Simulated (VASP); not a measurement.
# TaF3 (P4/mmm) in VASP: notebook

TaF3 is run at these levels: PBEsol; tasks: single point.

Program: VASP 6.6.1. These are calculated values, not measurements. Logs are shortened: lines on timing, memory, paths and dates and some standing lists are left out, and cuts for length are marked.

## (1) The cell of the first run

The structure is tetragonal, space group P4/mmm (No. 123). Conventional cell: a = 3.901 Å, b = 3.901 Å, c = 4.038 Å, α = 90.00°, β = 90.00°, γ = 90.00°. Ta (site symmetry 4/mmm) has 6 F at 1.95 to 2.02 Å within 2.6 Å. Within 2.6 Å of F (site symmetry mmm) lie 2 Ta at 1.95 Å. Within 2.9 Å of F (site symmetry 4/mmm) lie 2 Ta at 2.02 Å and 8 F at 2.81 Å.

## (2) Single point, PBEsol (strain +0.0350 x Voigt [0, 0, 1, 0, 0, 0])

INCAR

```
  ALGO = Normal
  EDIFF = 1E-7
  ENCUT = 520
  GGA = PS
  ISIF = 2
  ISMEAR = 0
  LASPH = T
  LCHARG = F
  LREAL = F
  LWAVE = F
  NBANDS = 24
  NELM = 100
  PREC = Accurate
  SIGMA = 0.15
```

KPOINTS

```
k-points
0
Gamma
  12 12 12
```

POSCAR

```
TaF3
1.0
    3.9012000000      0.0000000000      0.0000000000
    0.0000000000      3.9012000000      0.0000000000
    0.0000000000      0.0000000000      4.0377420000
Ta F
1 3
Direct
    0.0000000000      0.0000000000      0.0000000000
    0.5000000000      0.0000000000      0.0000000000
    0.0000000000      0.5000000000      0.0000000000
    0.0000000000      0.0000000000      0.5000000000
```

Potentials or basis: VASP PAW PBE potentials, release 64 (Ta_pv, F).

Launch:

```bash
$ cat potpaw_PBE.64/Ta_pv/POTCAR potpaw_PBE.64/F/POTCAR > POTCAR
$ mpirun -np 1 vasp_std > vasp.out
```

OUTCAR:

```text
EDIFF = 1E-7
   ENCUT = 520
   GGA = PS
   ISIF = 2
   ISMEAR = 0
   LASPH = T
   LREAL = F
   NELM = 100
   PREC = Accurate

 ion  position               nearest neighbor table
   1  0.000  0.000  0.000-   2 1.95   3 1.95   3 1.95   2 1.95   4 2.02   4 2.02
   2  0.500  0.000  0.000-   1 1.95   1 1.95
   3  0.000  0.500  0.000-   1 1.95   1 1.95
   4  0.000  0.000  0.500-   1 2.02   1 2.02

  LATTYP: Found a simple tetragonal cell.
 ALAT       =     3.9012000000
 C/A-ratio  =     1.0350000000

  Lattice vectors:

 A1 = (   3.9012000000,   0.0000000000,   0.0000000000)
 A2 = (   0.0000000000,   3.9012000000,   0.0000000000)
 A3 = (   0.0000000000,   0.0000000000,   4.0377420000)

Analysis of symmetry for initial positions (statically):
=====================================================================
 Subroutine PRICEL returns:
 Original cell was already a primitive cell.

 Routine SETGRP: Setting up the symmetry group for a
 simple tetragonal supercell.

 Subroutine GETGRP returns: Found 16 space group operations
 (whereof 16 operations were pure point group operations)
 out of a pool of 16 trial point group operations.

The static configuration has the point symmetry D_4h.

Analysis of symmetry for dynamics (positions and initial velocities):
=====================================================================
 Subroutine PRICEL returns:
 Original cell was already a primitive cell.

 Routine SETGRP: Setting up the symmetry group for a
 simple tetragonal supercell.

 Subroutine GETGRP returns: Found 16 space group operations
 (whereof 16 operations were pure point group operations)
 out of a pool of 16 trial point group operations.

The dynamic configuration has the point symmetry D_4h.

 Subroutine INISYM returns: Found 16 space group operations
 (whereof 16 operations are pure point group operations),
 and found     1 'primitive' translations

----------------------------------------------------------------------------------------

                                     Primitive cell

  volume of cell :      61.4519

  direct lattice vectors                    reciprocal lattice vectors
     3.901200000  0.000000000  0.000000000     0.256331385  0.000000000  0.000000000
     0.000000000  3.901200000  0.000000000     0.000000000  0.256331385  0.000000000
[... 82 lines left out ...]
   ICHARG =      2    charge: 1-file 2-atom 10-const
   ISPIN  =      1    spin polarized calculation?
   LNONCOLLINEAR =      F non collinear calculations
   LSORBIT =      F    spin-orbit coupling
   LASPH  =      T    aspherical Exc in radial PAW
   ENCUT  =  520.0 eV  38.22 Ry    6.18 a.u.   7.25  7.25  7.51*2*pi/ulx,y,z
   NELM   =    100;   NELMIN=  2; NELMDL= -5     # of ELM steps
   EDIFF  = 0.1E-06   stopping-criterion for ELM
   LREAL  =      F    real-space projection
   EDIFFG = 0.1E-05   stopping-criterion for IOM
   NSW    =      0    number of steps for IOM
   IBRION =     -1    ionic relax: 0-MD 1-quasi-New 2-CG
   NFREE  =      0    steps in history (QN), initial steepest desc. (CG)
   ISIF   =      2    stress and relaxation
   ISYM   =      2    0-nonsym 1-usesym 2-fastsym
   POTIM  = 0.5000    time-step for ionic-motion
   TEBEG  =    0.0;   TEEND  =   0.0 temperature during run
   PSTRESS=    0.0 pullay stress
   NELECT =      32.0000    total number of electrons
   NUPDOWN=      -1.0000    fix difference up-down
   EMIN   =  10.00;   EMAX   =-10.00  energy-range for DOS
   EFERMI =   0.00;   METHOD = LEGACY
   ISMEAR =     0;   SIGMA  =   0.15  broadening in eV -4-tet -1-fermi 0-gaus
   EFERMI_NEDOS =   21; number of points for ismear=-14 and -15
   IALGO  =     38    algorithm
   IMIX   =      4    mixing-type and parameters
     AMIX     =   0.40;   BMIX     =  1.00
     AMIX_MAG =   1.60;   BMIX_MAG =  1.00
  volume/ion in A,a.u.               =      15.36       103.67
  Fermi-wavevector in a.u.,A,eV,Ry     =   1.317083  2.488926 23.602132  1.734708
  Thomas-Fermi vector in A             =   2.447149
   LORBIT       =      0    0 simple, 1 ext, 2 COOP (PROOUT), +10 PAW based schemes
   GGA     = PS    functional components
   LHFCALC =     F    Hartree Fock is set to
   AEXX    =    0.0000 exact exchange contribution
   IVDW    =     0    specifies the selected vdW correction
   LEPSILON=     F    determine dielectric tensor
   LRPA    =     F    only Hartree local field effects (RPA)
 non-spin polarized calculation
 Gauss-broadening in eV      SIGMA  =   0.15
  energy-cutoff  :      520.00
  volume of cell :       61.45
 maximum number of plane-waves:      1675
 NGX is ok and might be reduce to    30
   NGX = 15   NGY = 15   NGZ = 15

 number of electron      31.9999994 magnetization

 Free energy of the ion-electron system (eV)
  ---------------------------------------------------
  ext. energy  EPLUGINS =         0.00000000
  ---------------------------------------------------
  free energy    TOTEN  =       -27.58166916 eV

  energy without entropy =      -27.55178254  energy(sigma->0) =      -27.56672585

 E-fermi :   4.4471     XC(G=0):  -9.0246

 val. band max:        4.4455918963   @ k =   0.2500   0.1667   0.4167
 cond. band min:       4.4509930621   @ k =   0.5000   0.2500   0.1667
 fundamental gap:      0.0054011658
 Fermi energy:         4.4470528482

 k-point     1 :       0.0000    0.0000    0.0000
  band No.  band energies     occupation
      1     -32.5574      2.00000
      2     -32.5574      2.00000
      3     -32.4101      2.00000
      4     -24.3449      2.00000
      5     -24.0941      2.00000
      6     -23.4666      2.00000
[... 637 lines left out ...]
     23      11.3720      0.00000
     24      13.1027      0.00000

 [... further k-points ...]
[... 5 lines left out ...]
  --------------------------------------------------------------------------------------
  -------------------------------------------------------------------------------------
  Total        7.2541161      7.2541161      2.4229639      0.0000000     -0.0000000      0.0000000
  in kB      189.1298551    189.1298551     63.1716949      0.0000000     -0.0000000      0.0000000
  external PRESSURE =     147.1438017 kB  Pullay stress =       0.0000000 kB

 VOLUME and BASIS-vectors are now :
 -----------------------------------------------------------------------------
  energy-cutoff  :      520.00
  volume of cell :       61.45
      direct lattice vectors                 reciprocal lattice vectors
     3.901200000  0.000000000  0.000000000     0.256331385  0.000000000  0.000000000
     0.000000000  3.901200000  0.000000000     0.000000000  0.256331385  0.000000000
     0.000000000  0.000000000  4.037742000     0.000000000  0.000000000  0.247663174

 POSITION                                       TOTAL-FORCE (eV/Angst)
 -----------------------------------------------------------------------------------
      0.00000      0.00000      0.00000         0.000000      0.000000      0.000000
      1.95060      0.00000      0.00000         0.000000      0.000000      0.000000
      0.00000      1.95060      0.00000         0.000000      0.000000      0.000000
      0.00000      0.00000      2.01887         0.000000      0.000000      0.000000
 -----------------------------------------------------------------------------------
    total drift:                                0.000000      0.000000      0.000000

  FREE ENERGIE OF THE ION-ELECTRON SYSTEM (eV)
  ---------------------------------------------------
  free  energy   TOTEN  =       -27.5816691571 eV

  energy  without entropy=      -27.5517825426  energy(sigma->0) =      -27.56672585
```

OSZICAR:

```text
N       E                     dE             d eps       ncg     rms          rms(c)
DAV:   1     0.262236795636E+03    0.26224E+03   -0.17992E+04  9408   0.130E+03
DAV:   2    -0.161119344759E+02   -0.27835E+03   -0.26829E+03 11960   0.366E+02
DAV:   3    -0.292901662731E+02   -0.13178E+02   -0.13093E+02 11712   0.801E+01
DAV:   4    -0.293961061481E+02   -0.10594E+00   -0.10590E+00 10480   0.806E+00
DAV:   5    -0.293971940268E+02   -0.10879E-02   -0.10878E-02 11728   0.786E-01    0.283E+01
DAV:   6    -0.275893840239E+02    0.18078E+01   -0.63005E+00  9912   0.229E+01    0.144E+01
DAV:   7    -0.275749538868E+02    0.14430E-01   -0.19506E-01 10216   0.396E+00    0.823E+00
DAV:   8    -0.275791707758E+02   -0.42169E-02   -0.21020E-02 10744   0.142E+00    0.115E+00
DAV:   9    -0.275787097895E+02    0.46099E-03   -0.26223E-03 11256   0.397E-01    0.100E-01
DAV:  10    -0.275810391988E+02   -0.23294E-02   -0.22931E-03  9456   0.300E-01    0.332E-02
DAV:  11    -0.275816078025E+02   -0.56860E-03   -0.52473E-04  9968   0.115E-01    0.321E-02
DAV:  12    -0.275816559512E+02   -0.48149E-04   -0.40633E-05 10152   0.411E-02    0.319E-02
DAV:  13    -0.275816667909E+02   -0.10840E-04   -0.82440E-06 10360   0.150E-02    0.781E-03
DAV:  14    -0.275816689221E+02   -0.21312E-05   -0.25845E-06 10032   0.959E-03    0.663E-04
DAV:  15    -0.275816691509E+02   -0.22880E-06   -0.27968E-07  9296   0.308E-03    0.483E-04
DAV:  16    -0.275816691571E+02   -0.61732E-08   -0.27706E-08  7192   0.946E-04
   1 F= -.27581669E+02 E0= -.27566726E+02  d E =-.298866E-01
```

It took 4.2 min on 1 thread of Intel Xeon Platinum 8259CL at 2.50GHz (Skylake/Cascade Lake), shared host; peak memory 0.35 GiB.

Results:

| Item | Value |
| --- | --- |
| Free energy | -27.5817 eV |
| Pressure | 14.7 GPa |
| Band gap on the k mesh | zero (bands 16 and 17 overlap by 2.82 eV) |

Caveat: the cell differs from its parent crystal (strain +0.0350 x Voigt [0, 0, 1, 0, 0, 0]); the cell stands under pressure; the PAW data sets were made with another functional, which shifts forces and pressure a little; spin-orbit coupling is left out, which moves the levels of the heavy elements.

## (3) Single point, PBEsol (strain +0.0400 x Voigt [0, 0, 1, 0, 0, 0])

INCAR

```
PREC = Accurate ; ENCUT = 520
EDIFF = 1E-6 ; ISMEAR = 0
SIGMA = 0.15 ; LREAL = F
LASPH = T ; NELM = 80
ALGO = Normal ; ISIF = 2
LWAVE = F ; LCHARG = F
GGA = PS ; NBANDS = 24
```

KPOINTS

```
regular mesh
0
Gamma
  12 12 12
```

Edit POSCAR of step 2 so:

```diff
@@ -4,3 +4,3 @@
     0.0000000000      3.9012000000      0.0000000000
-    0.0000000000      0.0000000000      4.0377420000
+    0.0000000000      0.0000000000      4.0572480000
 Ta F
```

Potentials or basis: VASP PAW PBE potentials, release 64 (Ta_pv, F).

Launch:

```bash
$ cat potpaw_PBE.64/Ta_pv/POTCAR potpaw_PBE.64/F/POTCAR > POTCAR
$ mpirun -np 1 vasp_std > vasp.out
```

Wall time 4.7 min (1 thread of Intel Xeon Platinum 8259CL at 2.50GHz (Skylake/Cascade Lake), shared host); peak memory 0.35 GiB.

It converged, with:

| Quantity | Value |
| --- | --- |
| Free energy | -27.5925 eV |
| Pressure | 14.0 GPa |
| Band gap on the k mesh | zero (bands 16 and 17 overlap by 2.79 eV) |

Stress tensor (GPa, compression positive):
```
18.65  0.00  0.00
 0.00 18.65  0.00
 0.00  0.00  4.63
```

Levels at points of the mesh, in eV from the Fermi level:
```
           k point  band 13  band 14  band 15  band 16  band 17  band 18  band 19  band 20
(0.00, 0.00, 0.00)    -8.85    -8.55    -8.55    -1.21    -1.17    -1.17    -0.38     2.16
(0.50, 0.00, 0.00)    -8.92    -8.79    -8.55    -1.08     0.43     0.46     1.80     2.63
(0.50, 0.50, 0.00)    -8.85    -8.85    -8.46     0.57     0.57     1.61     2.49     5.08
(0.00, 0.00, 0.50)    -9.15    -9.10    -9.10    -1.15     0.15     0.15     2.21     2.47
(0.50, 0.00, 0.50)    -9.46    -9.12    -8.15     0.25     0.51     1.37     3.27     4.96
(0.50, 0.50, 0.50)    -8.45    -8.14    -8.14     1.62     1.62     1.82     3.99     6.52
```

Caveat: the cell differs from its parent crystal (strain +0.0400 x Voigt [0, 0, 1, 0, 0, 0]); the cell stands under pressure; the PAW data sets were made with another functional, which shifts forces and pressure a little; spin-orbit coupling is left out, which moves the levels of the heavy elements.
